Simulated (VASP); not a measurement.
Wanted: the native input for a VASP 6.6.1 run.

```yaml
Task: single point
Functional: PBEsol
Potentials_or_basis: VASP PAW PBE potentials, release 64 (Ga_d, Se)
Cutoff: 520 eV
k_mesh: 10 × 10 × 10
Occupations: fermi-dirac, width 0.01 eV
Spin: no spin polarisation
Dipole_correction: no
Further_INCAR_settings: ALGO = Normal; EDIFF = 1e-06; NBANDS = 30
```

The structure of Ga3Se lies in POSCAR:

```
Ga3Se
1.0
    4.4324650000      0.0000000000      0.0000000000
    0.0000000000      4.4324650000      0.0000000000
    0.0000000000      0.0000000000      4.4324650000
Ga Se
3 1
Direct
    0.0000000000      0.5000000000      0.5000000000
    0.5000000000      0.0000000000      0.5000000000
    0.5000000000      0.5000000000      0.0000000000
    0.0000000000      0.0000000000      0.0000000000
```

These files were run (other wordings do the same):

INCAR

```
PREC = Accurate
ENCUT = 520
EDIFF = 1E-6
ISMEAR = -1
SIGMA = 0.01
LREAL = F
LASPH = T
NELM = 80
ALGO = Normal
ISIF = 2
LWAVE = F
LCHARG = T
GGA = PS
LELF = T
LVHAR = T
NBANDS = 30
```

KPOINTS

```
regular mesh
0
Gamma
  10 10 10
```

Potentials or basis: VASP PAW PBE potentials, release 64 (Ga_d, Se).

Launch:

```console
$ cat potpaw_PBE.64/Ga_d/POTCAR potpaw_PBE.64/Se/POTCAR > POTCAR
$ mpirun -np 1 vasp_std > vasp.out
```

Results of the run:

The pressure is -3.6 GPa.

Caveat: the PAW data sets were made with another functional, which shifts forces and pressure a little.

It took 50 s on 1 thread of Intel(R) Xeon(R) 6975P-C (Granite Rapids), on a shared host, peak memory 0.27 GiB.
